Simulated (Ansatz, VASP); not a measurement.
One calculation of WS2, two programs

INCAR

```
  PREC = Accurate
  ENCUT = 520
  EDIFF = 1E-6
  ISMEAR = 0
  SIGMA = 0.05
  LREAL = F
  LASPH = T
  NELM = 100
  ALGO = Normal
  ISIF = 2
  LWAVE = F
  LCHARG = F
  GGA = CA
  NBANDS = 35
```

Contents of KPOINTS:

```
regular mesh
0
Gamma
  12 12 4
```

POSCAR

```
WS2
1.0
    3.1799996605      0.0000000000      0.0000000000
   -1.5899998303      2.7539604900      0.0000000000
    0.0000000000      0.0000000000     12.5000000000
W S
2 4
Direct
    0.3333333333      0.6666666667      0.2500000000
    0.6666666667      0.3333333333      0.7500000000
    0.1682389761      0.5015723094      0.6200000000
    0.6666666667      0.3333333333      0.1200000000
    0.3333333333      0.6666666667      0.8800000000
    0.6666666667      0.3333333333      0.3800000000
```

Input for Ansatz:

```yaml
crystal:
  lattice:
    - [3.1799996605, 0.0, 0.0]
    - [-1.5899998303, 2.75396049, 0.0]
    - [0.0, 0.0, 12.5]
  atoms:
    - { symbol: W, position: [0.3333333333, 0.6666666667, 0.25] }
    - { symbol: W, position: [0.6666666667, 0.3333333333, 0.75] }
    - { symbol: S, position: [0.1682389761, 0.5015723094, 0.62] }
    - { symbol: S, position: [0.6666666667, 0.3333333333, 0.12] }
    - { symbol: S, position: [0.3333333333, 0.6666666667, 0.88] }
    - { symbol: S, position: [0.6666666667, 0.3333333333, 0.38] }
basis:
  ecutwfc: 420
kpoints:
  mp_grid: { grid: [12, 12, 4] }
hamiltonian:
  xc: lda
scf:
  occupations: { method: gaussian, width: 0.05 }
output:
  forces: true
  stress: true
  eigenvalues: true
```

Alike in both runs: task single point; functional LDA; k mesh 12 × 12 × 4; occupations gaussian, width 0.05 eV; no spin polarisation.

```csv
,VASP,Ansatz
version,VASP 6.6.1,Ansatz 0.2.0
potentials or method,"VASP PAW LDA potentials, release 64 (W_sv, S), cutoff 520 eV","scalar-relativistic, plane waves, PAW"
valence electrons in the cell,52,52
```

|  | VASP | Ansatz | Ansatz less VASP |
| --- | --- | --- | --- |
| gap on the k mesh at the Fermi level (eV) | 0.58 | 0.58 | -0.001 |
| least direct gap on the mesh (eV) | 0.58 | 0.58 | -0.001 |
| pressure (GPa) | -7.3 | -7.6 | -0.30 |
| traceless stress, the component that is largest in VASP (GPa) | -7.87 | -7.86 | +0.009 |
| rms of the force components (eV/Å) | 1.680 | 1.682 | +0.0021 |

LDA's correlation is that of Perdew and Zunger in VASP and of Perdew and Wang (1992) in Ansatz. Atom by atom the forces differ by 0.019 eV/Å (rms over components).

Neither program's run includes spin-orbit coupling.
